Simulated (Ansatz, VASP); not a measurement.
Two plane-wave programs on ZnS

```
CELL_PARAMETERS angstrom
3.86752 0.00000 0.00000
-1.93376 3.34937 0.00000
0.00000 0.00000 13.44969
ATOMIC_POSITIONS crystal
Zn 0.00000 0.00000 0.00005
Zn 0.00000 0.00000 0.50005
Zn 0.33333 0.66667 0.25002
Zn 0.66667 0.33333 0.75002
S 0.00000 0.00000 0.18729
S 0.00000 0.00000 0.68729
S 0.33333 0.66667 0.43764
S 0.66667 0.33333 0.93764
```

Alike in both runs: task single point; functional PBE; k mesh 9 × 9 × 4; occupations gaussian, width 0.05 eV; no spin polarisation.

```csv
,VASP,Ansatz
version,VASP 6.6.1,Ansatz 0.2.0
potentials or method,"VASP PAW PBE potentials, release 64 (Zn, S), cutoff 520 eV","scalar-relativistic, plane waves, PAW"
valence electrons in the cell,72,72
```

```tsv
	VASP	Ansatz	Ansatz less VASP
gap on the k mesh at the Fermi level (eV)	1.61	1.61	+0.002
least direct gap on the mesh (eV)	1.61	1.61	+0.002
pressure (GPa)	-4.0	-4.2	-0.11
traceless stress, the component that is largest in VASP (GPa)	-3.61	-3.57	+0.031
rms of the force components (eV/Å)	0.058	0.056	-0.0029
```

Atom by atom the forces differ by 0.003 eV/Å (rms over components).
